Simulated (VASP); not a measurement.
Sc3Ge5: single point with PBE

Sc3Ge5:

```
CELL_PARAMETERS angstrom
-3.32256 3.32256 3.32256
3.32256 -3.32256 3.32256
3.32256 3.32256 -3.32256
ATOMIC_POSITIONS crystal
Sc 0.00000 0.50000 0.50000
Sc 0.50000 0.50000 0.00000
Sc 0.50000 0.00000 0.50000
Ge 0.00000 0.00000 0.00000
Ge 0.00000 0.00000 0.50000
Ge 0.00000 0.50000 0.00000
Ge 0.50000 0.00000 0.00000
Ge 0.50000 0.50000 0.50000
```

The cell was generated, and may not be a known phase.

- Program: VASP 6.6.1
- Task: single point
- Functional: PBE
- Potentials or basis: VASP PAW PBE potentials, release 64 (Sc_sv, Ge_d)
- Cutoff: 520 eV
- k mesh: 4 × 4 × 4
- Occupations: gaussian, width 0.1 eV
- Spin: no spin polarisation
- Dipole correction: no
- Further INCAR settings: ALGO = Normal; EDIFF = 1e-07; NBANDS = 62

```
Pressure               : 2.9 GPa
Band gap on the k mesh : zero (an odd number of electrons rules out a gap without spin polarisation)
```

Levels at points of the mesh, in eV from the Fermi level:
```tsv
k point	band 49	band 50	band 51	band 52	band 53	band 54
(0.00, 0.00, 0.00)	-0.75	-0.75	0.59	0.59	1.30	1.30
(0.50, 0.00, 0.00)	-1.70	-1.57	-0.58	0.05	0.45	0.57
(0.50, 0.50, 0.50)	-0.10	-0.10	0.04	0.41	0.47	0.47
```

Run time: 4.1 min on 1 thread of AMD EPYC 7R13, with other jobs on the host, peak memory 0.3 GiB.
